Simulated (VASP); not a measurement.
# SnO2 (P4_2/mnm) in VASP: notebook, part 2 of 2

VASP 6.6.1. Earlier steps stand in the parts before.

## Step 3: Single point, LDA (equal xx and yy strain of +1 %)

File INCAR:

```
PREC = Accurate ; ENCUT = 520
EDIFF = 1E-6 ; ISMEAR = -1
SIGMA = 0.03 ; LREAL = False
LASPH = True ; NELM = 100
ALGO = Normal ; ISIF = 2
LWAVE = False ; LCHARG = False
GGA = CA ; NBANDS = 35
```

File KPOINTS:

```
Automatic mesh
0
Gamma
  4 4 6
```

File POSCAR:

```
SnO2
1.0
    4.7847235000      0.0000000000      0.0000000000
    0.0000000000      4.7847235000      0.0000000000
    0.0000000000      0.0000000000      3.1864000000
Sn O
2 4
Direct
    0.0000000000      0.0000000000      0.0000000000
    0.5000000000      0.5000000000      0.5000000000
    0.3056200000      0.3056200000      0.0000000000
    0.1943800000      0.8056200000      0.5000000000
    0.6943800000      0.6943800000      0.0000000000
    0.8056200000      0.1943800000      0.5000000000
```

Potentials or basis: VASP PAW LDA potentials, release 64 (Sn_d, O).

Run with:

```sh
> cat potpaw_LDA.64/Sn_d/POTCAR potpaw_LDA.64/O/POTCAR > POTCAR
> mpirun -np 1 vasp_std > vasp.out
```

OUTCAR:

```text
PREC = Accurate
   ENCUT = 520
   EDIFF = 1E-6
   ISMEAR = -1
   LREAL = False
   LASPH = True
   NELM = 100
   ISIF = 2
   GGA = CA

 ion  position               nearest neighbor table
   1  0.000  0.000  0.000-   4 2.07   6 2.07   4 2.07   6 2.07   5 2.07   3 2.07   2 3.74   2 3.74
                             2 3.74   2 3.74   2 3.74   2 3.74   2 3.74   2 3.74
   2  0.500  0.500  0.500-   3 2.07   5 2.07   3 2.07   5 2.07   4 2.07   6 2.07   1 3.74   1 3.74
                             1 3.74   1 3.74   1 3.74   1 3.74   1 3.74   1 3.74
   3  0.306  0.306  0.000-   2 2.07   2 2.07   1 2.07
   4  0.194  0.806  0.500-   1 2.07   1 2.07   2 2.07
   5  0.694  0.694  0.000-   2 2.07   2 2.07   1 2.07
   6  0.806  0.194  0.500-   1 2.07   1 2.07   2 2.07

  LATTYP: Found a simple tetragonal cell.
 ALAT       =     4.7847235000
 C/A-ratio  =     0.6659527975

  Lattice vectors:

 A1 = (   4.7847235000,   0.0000000000,   0.0000000000)
 A2 = (   0.0000000000,   4.7847235000,   0.0000000000)
 A3 = (   0.0000000000,   0.0000000000,   3.1864000000)

Analysis of symmetry for initial positions (statically):
=====================================================================
[... 185 lines left out ...]
 fundamental gap:      0.9413327510
 Fermi energy:         6.1088750683

 k-point     1 :       0.0000    0.0000    0.0000
  band No.  band energies     occupation
      1     -15.3531      2.00000
      2     -14.6460      2.00000
      3     -14.3855      2.00000
      4     -14.3631      2.00000
      5     -14.3631      2.00000
      6     -14.2711      2.00000
[... 901 lines left out ...]
     34      16.3163      0.00000
     35      18.3201      0.00000

------------------------ aborting loop because EDIFF is reached ----------------------------------------

  FORCE on cell =-STRESS in cart. coord.  units (eV):
  Direction    XX          YY          ZZ          XY          YZ          ZX
  --------------------------------------------------------------------------------------
  -------------------------------------------------------------------------------------
  Total       -1.9832118     -1.9832118     -1.0463337     -0.0000000      0.0000000      0.0000000
  in kB      -43.5577749    -43.5577749    -22.9808880     -0.0000000      0.0000000      0.0000000
  external PRESSURE =     -36.6988126 kB  Pullay stress =       0.0000000 kB

 VOLUME and BASIS-vectors are now :
 -----------------------------------------------------------------------------
  energy-cutoff  :      520.00
  volume of cell :       72.95
      direct lattice vectors                 reciprocal lattice vectors
     4.784723500  0.000000000  0.000000000     0.208998493  0.000000000  0.000000000
     0.000000000  4.784723500  0.000000000     0.000000000  0.208998493  0.000000000
     0.000000000  0.000000000  3.186400000     0.000000000  0.000000000  0.313833794

 POSITION                                       TOTAL-FORCE (eV/Angst)
 -----------------------------------------------------------------------------------
      0.00000      0.00000      0.00000        -0.000000      0.000000      0.000000
      2.39236      2.39236      1.59320        -0.000000      0.000000      0.000000
      1.46231      1.46231      0.00000         0.060771      0.060771      0.000000
      0.93005      3.85467      1.59320        -0.060771      0.060771      0.000000
      3.32242      3.32242      0.00000        -0.060771     -0.060771     -0.000000
      3.85467      0.93005      1.59320         0.060771     -0.060771     -0.000000
 -----------------------------------------------------------------------------------
    total drift:                                0.000000      0.000000      0.000000

  FREE ENERGIE OF THE ION-ELECTRON SYSTEM (eV)
  ---------------------------------------------------
  free  energy   TOTEN  =       -42.2602357156 eV

  energy  without entropy=      -42.2602357124  energy(sigma->0) =      -42.26023571
```

OSZICAR:

```text
N       E                     dE             d eps       ncg     rms          rms(c)
DAV:   1     0.621897846908E+03    0.62190E+03   -0.25564E+04  1896   0.231E+03
DAV:   2     0.497877864219E+02   -0.57211E+03   -0.54266E+03  1832   0.604E+02
DAV:   3    -0.433872770605E+02   -0.93175E+02   -0.91757E+02  1808   0.206E+02
DAV:   4    -0.482300337678E+02   -0.48428E+01   -0.48063E+01  2143   0.499E+01
DAV:   5    -0.483573262441E+02   -0.12729E+00   -0.12708E+00  2119   0.862E+00    0.156E+01
DAV:   6    -0.423382098477E+02    0.60191E+01   -0.16942E+01  2601   0.641E+01    0.632E+00
DAV:   7    -0.423550412855E+02   -0.16831E-01   -0.19120E+00  1946   0.779E+00    0.317E+00
DAV:   8    -0.422744921400E+02    0.80549E-01   -0.21617E-01  2521   0.395E+00    0.711E-01
DAV:   9    -0.422600709426E+02    0.14421E-01   -0.30150E-02  2769   0.281E+00    0.123E-01
DAV:  10    -0.422602270337E+02   -0.15609E-03   -0.34084E-03  2362   0.483E-01    0.497E-02
DAV:  11    -0.422602353034E+02   -0.82696E-05   -0.13063E-04  2665   0.130E-01    0.229E-02
DAV:  12    -0.422602379037E+02   -0.26003E-05   -0.12288E-05  1985   0.218E-02    0.148E-02
DAV:  13    -0.422602356615E+02    0.22422E-05   -0.85488E-06  2076   0.381E-02    0.189E-03
DAV:  14    -0.422602357156E+02   -0.54060E-07   -0.62348E-07  1100   0.691E-03
   1 F= -.42260236E+02 E0= -.42260236E+02  d E =-.320740E-08
```

Wall time 41 s (1 thread of Intel Xeon Platinum 8259CL at 2.50GHz (Skylake/Cascade Lake), shared host); peak memory 0.17 GiB.

Results:

| Quantity | Value |
| --- | --- |
| Free energy | -42.2602 eV |
| Pressure | -3.7 GPa |
| Largest force | 0.086 eV/Å |
| Band gap on the k mesh | 0.94 eV, direct |

Forces on the atoms (eV/Å):
```
Sn   0.000  0.000  0.000
Sn   0.000  0.000  0.000
O    0.061  0.061  0.000
O   -0.061  0.061  0.000
O   -0.061 -0.061  0.000
O    0.061 -0.061  0.000
```

Stress tensor (GPa, compression positive):
```
-4.36  0.00  0.00
 0.00 -4.36  0.00
 0.00  0.00 -2.30
```

Caveat: the cell differs from its parent crystal (equal xx and yy strain of +1 %); spin-orbit coupling is left out, which moves the levels of the heavy elements.
